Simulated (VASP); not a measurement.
# Mn: single point with RPBE

Mn:

```
Mn
1.0
     0.00000    1.76302    1.76302
     1.76302    0.00000    1.76302
     1.76302    1.76302    0.00000
Mn
1
Direct
  0.00000 0.00000 0.00000
```

This isn't the form of Mn at room conditions, which is a 58-atom cubic cell.

* Program: VASP 6.6.1
* Task: single point
* Functional: RPBE
* Potentials or basis: VASP PAW PBE potentials, release 64 (Mn_pv)
* Cutoff: 520 eV
* k mesh: 17 × 17 × 17
* Occupations: fermi-dirac, width 0.05 eV
* Spin: collinear spin, ferromagnetic start
* Starting moments: [3.0] μB
* Dipole correction: no
* Further INCAR settings: ALGO = Normal; EDIFF = 1e-06; NBANDS = 16

```yaml
Pressure: 0.2 GPa
Net_moment: 0.01 μB per cell
Valence_electrons_inside_the_program's_atomic_spheres: Mn 11.93
```

Levels at points of the mesh, in eV from the Fermi level:
Spin up:
| k point | band 5 | band 6 | band 7 | band 8 | band 9 | band 10 |
| --- | --- | --- | --- | --- | --- | --- |
| (0.00, 0.00, 0.00) | -1.12 | -1.12 | -1.12 | 0.51 | 0.51 | 21.23 |
Spin down:
```tsv
k point	band 3	band 4	band 5	band 6	band 7	band 8	band 9	band 10	band 11	band 12
(0.00, 0.00, 0.00)	-47.74	-8.23	-1.12	-1.12	-1.12	0.54	0.54	21.23	26.95	26.95
```

It took 2.2 min on 1 thread of AMD EPYC 7R43 64-Core Processor (Zen 3), with other jobs on the host, peak memory 0.12 GiB.

Caveat: the PAW data sets were made with another functional, which shifts forces and pressure a little.
